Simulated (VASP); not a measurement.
## Sb: single point with PBEsol

Sb:

```
CELL_PARAMETERS angstrom
3.06335 0.00000 0.00000
1.53167 2.65294 0.00000
1.53167 0.88431 2.50121
ATOMIC_POSITIONS crystal
Sb 0.00000 0.00000 0.00000
```

```
Program                : VASP 6.6.1
Task                   : single point
Functional             : PBEsol
Potentials or basis    : VASP PAW PBE potentials, release 64 (Sb)
Cutoff                 : 520 eV
k mesh                 : 10 × 10 × 10
Occupations            : fermi-dirac, width 0.1 eV
Spin                   : no spin polarisation
Dipole correction      : no
Further INCAR settings : ALGO = Normal; EDIFF = 1e-06; NBANDS = 8
```

| Quantity | Value |
| --- | --- |
| Pressure | 30.5 GPa |

Levels at points of the mesh, in eV from the Fermi level:
```
           k point  band 1  band 2  band 3  band 4  band 5  band 6  band 7
(0.00, 0.00, 0.00)  -15.49    7.65    7.65    7.65   10.10   11.04   11.04
(0.50, 0.00, 0.00)   -9.96   -7.84    5.16    5.16    9.50    9.94    9.94
(0.50, 0.50, 0.00)   -7.42   -6.62    0.42    0.42    4.58    4.62   19.40
```

It took 5.6 s on 1 thread of Intel(R) Xeon(R) 6975P-C (Granite Rapids), on a shared host, peak memory 0.14 GiB.

Caveat: the PAW data sets were made with another functional, which shifts forces and pressure a little; spin-orbit coupling is left out, which moves the levels of the heavy elements.
